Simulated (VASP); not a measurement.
# HPbNO4 (P1) in VASP: further runs

The runs below take HPbNO4 through single point, with PBE, RPBE.

Program: VASP 6.6.1. These are calculated values, not measurements. Logs are shortened: lines on timing, memory, paths and dates and some standing lists are left out, and cuts for length are marked.

### 1 The cell of the first run

The typed cell holds 7 atoms: a = 4.275 Å, b = 5.609 Å, c = 5.670 Å, α = 100.02°, β = 111.92°, γ = 111.82°.

### 2 Single point, PBE

Contents of INCAR:

```
PREC     = Accurate       # precision mode
ENCUT    = 520            # plane-wave cutoff, eV
EDIFF    = 1E-6           # SCF threshold, eV
ISMEAR   = -1             # smearing method
SIGMA    = 0.05           # smearing width, eV
LREAL    = False          # projectors in reciprocal space
LASPH    = True           # aspherical terms in the spheres
NELM     = 80             # most SCF steps
ALGO     = Normal         # electronic algorithm
ISIF     = 2              # what is computed and relaxed
LWAVE    = False          # write WAVECAR
LCHARG   = False          # write CHGCAR
GGA      = PE             # functional
NBANDS   = 31             # bands
```

Contents of KPOINTS:

```
Automatic mesh
0
Gamma
  6 4 4
```

Contents of POSCAR:

```
HPbNO4
1.0
    4.2753100000     -0.0004000000      0.0063600000
   -2.0839900000      5.2077500000     -0.0490700000
   -2.1237700000     -1.8657400000      4.9149100000
H Pb N O
1 1 1 4
Direct
    0.9907300000      0.0333000000      0.9099400000
    0.5027400000      0.8198900000      0.1428700000
    0.0083800000      0.4740800000      0.5026500000
    0.9981600000      0.9274100000      0.0287700000
    0.1946700000      0.7343500000      0.6085200000
    0.8167300000      0.3588200000      0.2455600000
    0.0138100000      0.3312100000      0.6521700000
```

Potentials or basis: VASP PAW PBE potentials, release 64 (H, Pb_d, N, O).

On the command line:

```bash
$ cat potpaw_PBE.64/H/POTCAR potpaw_PBE.64/Pb_d/POTCAR potpaw_PBE.64/N/POTCAR potpaw_PBE.64/O/POTCAR > POTCAR
$ mpirun -np 1 vasp_std > vasp.out
```

OUTCAR:

```text
PREC = Accurate
   ENCUT = 520
   EDIFF = 1E-6
   ISMEAR = -1
   LREAL = False
   LASPH = True
   NELM = 80
   ISIF = 2
   GGA = PE

 ion  position               nearest neighbor table
   1  0.991  0.033  0.910-   4 0.97
   2  0.503  0.820  0.143-   4 2.34   4 2.34   6 2.66   5 2.68   7 2.89   7 3.02
   3  0.008  0.474  0.503-   7 1.26   5 1.27   6 1.27
   4  0.998  0.927  0.029-   1 0.97   2 2.34   2 2.34
   5  0.195  0.734  0.609-   3 1.27   2 2.68
   6  0.817  0.359  0.246-   3 1.27   2 2.66
   7  0.014  0.331  0.652-   3 1.26   2 2.89   2 3.02

  LATTYP: Found a triclinic cell.
 ALAT       =     8.3024666926
 B/A-ratio  =     0.5149451251
 C/A-ratio  =     0.7116445657
 COS(alpha) =     0.0126066529
 COS(beta)  =     0.3599949201
 COS(gamma) =     0.7788145159

  Lattice vectors:

 A1 = (  -6.4666300000,  -5.2069500000,   0.0363500000)
 A2 = (  -4.2753100000,   0.0004000000,  -0.0063600000)
 A3 = (  -0.0675500000,  -3.3416100000,  -4.8722000000)

Analysis of symmetry for initial positions (statically):
=====================================================================
 Subroutine PRICEL returns:
 Original cell was already a primitive cell.

 Routine SETGRP: Setting up the symmetry group for a
 triclinic supercell.

 Subroutine GETGRP returns: Found  1 space group operations
 (whereof  1 operations were pure point group operations)
 out of a pool of  2 trial point group operations.

The static configuration has the point symmetry C_1 .

Analysis of symmetry for dynamics (positions and initial velocities):
=====================================================================
 Subroutine PRICEL returns:
 Original cell was already a primitive cell.

 Routine SETGRP: Setting up the symmetry group for a
 triclinic supercell.

 Subroutine GETGRP returns: Found  1 space group operations
 (whereof  1 operations were pure point group operations)
 out of a pool of  2 trial point group operations.

The dynamic configuration has the point symmetry C_1 .

 Subroutine INISYM returns: Found  1 space group operations
 (whereof  1 operations are pure point group operations),
 and found     1 'primitive' translations

----------------------------------------------------------------------------------------

                                     Primitive cell

  volume of cell :     109.1287

  direct lattice vectors                    reciprocal lattice vectors
     4.275310000 -0.000400000  0.006360000     0.233706268  0.094813123  0.136978092
    -2.083990000  5.207750000 -0.049070000    -0.000090720  0.192674001  0.073101424
    -2.123770000 -1.865740000  4.914910000    -0.000303327  0.001800949  0.204015110

  length of vectors
     4.275314749  5.609463633  5.669896390     0.287003738  0.206075465  0.204023285

  position of ions in fractional coordinates (direct lattice)
     0.990730000  0.033300000  0.909940000
     0.502740000  0.819890000  0.142870000
     0.008380000  0.474080000  0.502650000
     0.998160000  0.927410000  0.028770000
     0.194670000  0.734350000  0.608520000
     0.816730000  0.358820000  0.245560000
     0.013810000  0.331210000  0.652170000

  ion indices of the primitive-cell ions
   primitive index   ion index
                 1           1
                 2           2
                 3           3
                 4           4
                 5           5
                 6           6
                 7           7

----------------------------------------------------------------------------------------

 KPOINTS: Automatic mesh

Automatic generation of k-mesh.
 Grid dimensions read from file:
 generate k-points for:    6    4    4

 Generating k-lattice:

  Cartesian coordinates                     Fractional coordinates (reciprocal lattice)
     0.038951045  0.015802187  0.022829682     0.166666667  0.000000000  0.000000000
    -0.000022680  0.048168500  0.018275356     0.000000000  0.250000000  0.000000000
    -0.000075832  0.000450237  0.051003778     0.000000000 -0.000000000  0.250000000

  Length of vectors
     0.047833956  0.051518866  0.051005821

  Shift w.r.t. Gamma in fractional coordinates (k-lattice)
     0.000000000  0.000000000  0.000000000

 Subroutine IBZKPT returns following result:
 ===========================================

 Found     52 irreducible k-points:

 Following reciprocal coordinates:
            Coordinates               Weight
  0.000000  0.000000  0.000000      1.000000
  0.166667 -0.000000  0.000000      2.000000
  0.333333 -0.000000  0.000000      2.000000
  0.500000 -0.000000 -0.000000      1.000000
 -0.000000  0.250000  0.000000      2.000000
  0.166667  0.250000  0.000000      2.000000
[... 16 lines left out ...]
  0.333333  0.250000  0.250000      2.000000
  0.500000  0.250000  0.250000      2.000000
 [... further k-points ...]
   k-points           NKPTS =     52   k-points in BZ     NKDIM =     52   number of bands    NBANDS=     31
   number of dos      NEDOS =    301   number of ions     NIONS =      7
   total plane-waves  NPLWV =  56448
   dimension x,y,z NGX =    32 NGY =   42 NGZ =   42
   dimension x,y,z NGXF=    64 NGYF=   84 NGZF=   84
   ions per type =               1   1   1   4
   NGX,Y,Z   is equivalent  to a cutoff of  12.44, 12.45, 12.31 a.u.
   NGXF,Y,Z  is equivalent  to a cutoff of  24.89, 24.89, 24.63 a.u.
 SYSTEM =  unknown system
   PREC   = accura    normal or accurate (medium, high low for compatibility)
   ISTART =      0    job   : 0-new  1-cont  2-samecut
   ICHARG =      2    charge: 1-file 2-atom 10-const
   ISPIN  =      1    spin polarized calculation?
   LNONCOLLINEAR =      F non collinear calculations
   LSORBIT =      F    spin-orbit coupling
   LASPH  =      T    aspherical Exc in radial PAW
   ENCUT  =  520.0 eV  38.22 Ry    6.18 a.u.   7.95 10.43 10.54*2*pi/ulx,y,z
   NELM   =     80;   NELMIN=  2; NELMDL= -5     # of ELM steps
   EDIFF  = 0.1E-05   stopping-criterion for ELM
   LREAL  =      F    real-space projection
   EDIFFG = 0.1E-04   stopping-criterion for IOM
   NSW    =      0    number of steps for IOM
   IBRION =     -1    ionic relax: 0-MD 1-quasi-New 2-CG
   NFREE  =      0    steps in history (QN), initial steepest desc. (CG)
   ISIF   =      2    stress and relaxation
   ISYM   =      2    0-nonsym 1-usesym 2-fastsym
   POTIM  = 0.5000    time-step for ionic-motion
   TEBEG  =    0.0;   TEEND  =   0.0 temperature during run
   PSTRESS=    0.0 pullay stress
   NELECT =      44.0000    total number of electrons
   NUPDOWN=      -1.0000    fix difference up-down
   EMIN   =  10.00;   EMAX   =-10.00  energy-range for DOS
   EFERMI =   0.00;   METHOD = LEGACY
   ISMEAR =    -1;   SIGMA  =   0.05  broadening in eV -4-tet -1-fermi 0-gaus
   EFERMI_NEDOS =   21; number of points for ismear=-14 and -15
   IALGO  =     38    algorithm
   IMIX   =      4    mixing-type and parameters
     AMIX     =   0.40;   BMIX     =  1.00
     AMIX_MAG =   1.60;   BMIX_MAG =  1.00
  volume/ion in A,a.u.               =      15.59       105.21
  Fermi-wavevector in a.u.,A,eV,Ry     =   1.209426  2.285484 19.901399  1.462712
  Thomas-Fermi vector in A             =   2.345004
   LORBIT       =      0    0 simple, 1 ext, 2 COOP (PROOUT), +10 PAW based schemes
   GGA     = PE    functional components
   LHFCALC =     F    Hartree Fock is set to
   AEXX    =    0.0000 exact exchange contribution
   IVDW    =     0    specifies the selected vdW correction
   LEPSILON=     F    determine dielectric tensor
   LRPA    =     F    only Hartree local field effects (RPA)
 non-spin polarized calculation
  energy-cutoff  :      520.00
  volume of cell :      109.13
 maximum number of plane-waves:      2952
   NGX = 15   NGY = 21   NGZ = 21

 number of electron      44.0000003 magnetization

 Free energy of the ion-electron system (eV)
  ---------------------------------------------------
  ext. energy  EPLUGINS =         0.00000000
  ---------------------------------------------------
  free energy    TOTEN  =       -40.34943081 eV

  energy without entropy =      -40.34943081  energy(sigma->0) =      -40.34943081

 E-fermi :   1.3771     XC(G=0):  -8.2532

 val. band max:        0.3583886003   @ k =   0.5000  -0.0000  -0.0000
 cond. band min:       3.1982668753   @ k =   0.3333   0.2500   0.5000
 fundamental gap:      2.8398782751
 Fermi energy:         1.3770795684

 k-point     1 :       0.0000    0.0000    0.0000
  band No.  band energies     occupation
      1     -25.7195      2.00000
      2     -20.2189      2.00000
      3     -20.1966      2.00000
      4     -17.3676      2.00000
      5     -14.9285      2.00000
      6     -14.9248      2.00000
[... 23 lines left out ...]
     30      11.1205      0.00000
     31      11.4277      0.00000

 k-point     2 :       0.1667   -0.0000    0.0000
  band No.  band energies     occupation
      1     -25.7174      2.00000
      2     -20.2207      2.00000
      3     -20.1965      2.00000
      4     -17.3451      2.00000
      5     -14.9379      2.00000
      6     -14.9297      2.00000
[... 23 lines left out ...]
     30      11.3273      0.00000
     31      11.5803      0.00000

 k-point     3 :       0.3333   -0.0000    0.0000
  band No.  band energies     occupation
      1     -25.7130      2.00000
      2     -20.2225      2.00000
      3     -20.1967      2.00000
      4     -17.3029      2.00000
      5     -14.9536      2.00000
      6     -14.9422      2.00000
[... 23 lines left out ...]
     30      11.0951      0.00000
     31      11.9795      0.00000

 k-point     4 :       0.5000   -0.0000   -0.0000
  band No.  band energies     occupation
      1     -25.7108      2.00000
      2     -20.2223      2.00000
      3     -20.1971      2.00000
      4     -17.2832      2.00000
      5     -14.9589      2.00000
      6     -14.9500      2.00000
[... 23 lines left out ...]
     30      11.4275      0.00000
     31      12.1214      0.00000

 k-point     5 :      -0.0000    0.2500    0.0000
  band No.  band energies     occupation
      1     -25.7173      2.00000
      2     -20.2227      2.00000
      3     -20.2013      2.00000
      4     -17.3631      2.00000
      5     -14.9406      2.00000
      6     -14.9322      2.00000
[... 23 lines left out ...]
     30      11.3993      0.00000
     31      11.9166      0.00000
[... 542 lines left out ...]
     30      11.4627      0.00000
     31      12.2047      0.00000

 k-point    22 :       0.1667    0.2500    0.2500
  band No.  band energies     occupation
      1     -25.7136      2.00000
      2     -20.2269      2.00000
      3     -20.2032      2.00000
      4     -17.3410      2.00000
      5     -14.9477      2.00000
      6     -14.9427      2.00000
[... 23 lines left out ...]
     30      11.7769      0.00000
     31      11.9944      0.00000

 k-point    23 :       0.3333    0.2500    0.2500
  band No.  band energies     occupation
      1     -25.7124      2.00000
      2     -20.2198      2.00000
      3     -20.2021      2.00000
      4     -17.3028      2.00000
      5     -14.9472      2.00000
      6     -14.9345      2.00000
[... 23 lines left out ...]
     30      10.9628      0.00000
     31      12.2514      0.00000

 k-point    24 :       0.5000    0.2500    0.2500
  band No.  band energies     occupation
      1     -25.7127      2.00000
      2     -20.2163      2.00000
      3     -20.1987      2.00000
      4     -17.2836      2.00000
      5     -14.9467      2.00000
      6     -14.9267      2.00000
[... 23 lines left out ...]
     30      10.5190      0.00000
     31      12.1509      0.00000

 [... further k-points ...]

------------------------ aborting loop because EDIFF is reached ----------------------------------------

  FORCE on cell =-STRESS in cart. coord.  units (eV):
  Direction    XX          YY          ZZ          XY          YZ          ZX
  --------------------------------------------------------------------------------------
  -------------------------------------------------------------------------------------
  Total       -0.1059664      0.6770882      0.6615165      0.0115363     -0.0767203      0.0210381
  in kB       -1.5557500      9.9406930      9.7120772      0.1693708     -1.1263710      0.3088715
  external PRESSURE =       6.0323401 kB  Pullay stress =       0.0000000 kB

 VOLUME and BASIS-vectors are now :
 -----------------------------------------------------------------------------
  energy-cutoff  :      520.00
  volume of cell :      109.13
      direct lattice vectors                 reciprocal lattice vectors
     4.275310000 -0.000400000  0.006360000     0.233706268  0.094813123  0.136978092
    -2.083990000  5.207750000 -0.049070000    -0.000090720  0.192674001  0.073101424
    -2.123770000 -1.865740000  4.914910000    -0.000303327  0.001800949  0.204015110

 POSITION                                       TOTAL-FORCE (eV/Angst)
 -----------------------------------------------------------------------------------
      2.23378     -1.52469      4.47694         0.000282      0.097755     -0.073038
      0.13730      4.00302      0.66516        -0.000093     -0.017885      0.014204
     -2.01966      1.53107      2.44727        -0.002035     -0.003063     -0.008995
      2.27363      4.77564      0.10224         0.000127     -0.078816      0.058049
     -1.99046      2.68889      2.95602         0.009490      0.349968      0.155658
      2.22248      1.41017      1.19449        -0.009629     -0.036591     -0.375180
     -2.01626      0.50807      3.18919         0.001858     -0.311367      0.229301
 -----------------------------------------------------------------------------------
    total drift:                                0.000062      0.000092     -0.000172

  FREE ENERGIE OF THE ION-ELECTRON SYSTEM (eV)
  ---------------------------------------------------
  free  energy   TOTEN  =       -40.3494308098 eV

  energy  without entropy=      -40.3494308097  energy(sigma->0) =      -40.34943081
```

Wall time 3.7 min (1 thread of Intel Xeon Platinum 8259CL at 2.50GHz (Skylake/Cascade Lake), shared host); peak memory 0.33 GiB.

Results:

```
Free energy            : -40.3494 eV
Pressure               : 0.6 GPa
Largest force          : 0.387 eV/Å
Band gap on the k mesh : 2.84 eV (least direct gap 3.14 eV)
```

Forces in eV/Å, atoms in the order of the input:
```
H    0.000  0.098 -0.073
Pb   0.000 -0.018  0.014
N   -0.002 -0.003 -0.009
O    0.000 -0.079  0.058
O    0.009  0.350  0.156
O   -0.010 -0.037 -0.375
O    0.002 -0.311  0.229
```

Caveat: spin-orbit coupling is left out, which moves the levels of the heavy elements.

### 3 Single point, RPBE

Contents of INCAR:

```
PREC = Accurate
ENCUT = 520
EDIFF = 1E-7
ISMEAR = -1
SIGMA = 0.05
LREAL = False
LASPH = True
NELM = 60
ALGO = Normal
ISIF = 2
LWAVE = False
LCHARG = False
GGA = RP
NBANDS = 31
```

KPOINTS is that of step 2.

POSCAR is that of step 2.

Potentials or basis: VASP PAW PBE potentials, release 64 (H, Pb_d, N, O).

On the command line:

```bash
$ cat potpaw_PBE.64/H/POTCAR potpaw_PBE.64/Pb_d/POTCAR potpaw_PBE.64/N/POTCAR potpaw_PBE.64/O/POTCAR > POTCAR
$ mpirun -np 1 vasp_std > vasp.out
```

It took 2.8 min on 1 thread of AMD EPYC 7R43 (Zen 3), shared host; peak memory 0.29 GiB.

It converged, with:

| Property | Result |
| --- | --- |
| Free energy | -38.5843 eV |
| Pressure | 3.0 GPa |
| Largest force | 0.700 eV/Å |
| Band gap on the k mesh | 2.88 eV (least direct gap 3.17 eV) |

Forces on the atoms (eV/Å):
```
H    0.000  0.009 -0.004
Pb  -0.002 -0.122  0.094
N   -0.002  0.017 -0.022
O    0.000  0.056 -0.040
O    0.017  0.628  0.225
O   -0.017 -0.016 -0.659
O    0.003 -0.572  0.405
```

Stress tensor (GPa, compression positive):
```
1.78 0.03 0.06
0.03 3.55 0.00
0.06 0.00 3.61
```

Levels at points of the mesh, in eV from the valence-band top:
```csv
k point,band 20,band 21,band 22,band 23,band 24,band 25
"(0.00, 0.00, 0.00)",-2.06,-0.99,-0.42,3.32,4.59,5.31
"(0.50, 0.00, 0.00)",-1.14,-0.71,0.00,3.18,4.36,5.54
"(0.00, 0.50, 0.00)",-1.53,-1.00,-0.82,3.18,4.18,4.93
"(0.50, 0.50, 0.00)",-0.83,-0.46,-0.30,2.92,5.35,5.41
"(0.00, 0.00, 0.50)",-1.54,-0.98,-0.83,3.19,4.08,5.06
"(0.50, 0.00, 0.50)",-0.82,-0.46,-0.31,2.92,5.37,5.39
"(0.00, 0.50, 0.50)",-1.67,-0.92,-0.65,3.11,3.70,5.46
"(0.50, 0.50, 0.50)",-1.13,-0.70,-0.03,3.18,4.36,5.56
```

Caveat: the PAW data sets were made with another functional, which shifts forces and pressure a little; spin-orbit coupling is left out, which moves the levels of the heavy elements. A k mesh can miss the band edges.

(Continued in part 2 of 2.)
